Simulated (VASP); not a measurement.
Write the native input for VASP 6.6.1 that does the following.

```yaml
Task: single point
Functional: LDA
Potentials_or_basis: VASP PAW LDA potentials, release 64 (Li_sv)
Cutoff: 750 eV
k_mesh: 16 × 16 × 16
Occupations: methfessel-paxton, width 0.1 eV
Spin: no spin polarisation
Dipole_correction: no
Further_INCAR_settings: ALGO = Normal; EDIFF = 1e-06; NBANDS = 8
```

The structure of Li lies in POSCAR:

```
Li
1.0
    0.0000000000      2.1159962519      2.1159962519
    2.1159962519      0.0000000000      2.1159962519
    2.1159962519      2.1159962519      0.0000000000
Li
1
Direct
    0.0000000000      0.0000000000      0.0000000000
```

This isn't the form of Li at room conditions, which is bcc.

The input as run:

INCAR

```
  PREC = Accurate
  ENCUT = 750
  EDIFF = 1E-6
  ISMEAR = 1
  SIGMA = 0.1
  LREAL = False
  LASPH = True
  NELM = 120
  ALGO = Normal
  ISIF = 2
  LWAVE = False
  LCHARG = False
  GGA = CA
  NBANDS = 8
  GGA_COMPAT = False
```

KPOINTS

```
regular mesh
0
Gamma
  16 16 16
```

Potentials or basis: VASP PAW LDA potentials, release 64 (Li_sv).

The run is started by

```bash
$ cat potpaw_LDA.64/Li_sv/POTCAR > POTCAR
$ mpirun -np 1 vasp_std > vasp.out
```

It gave:

The pressure is -0.2 GPa. The band gap on the k mesh is zero (an odd number of electrons rules out a gap without spin polarisation).

Run time: 11 s on 1 thread of Intel(R) Xeon(R) 6975P-C (Granite Rapids), on a shared host, peak memory 0.14 GiB.
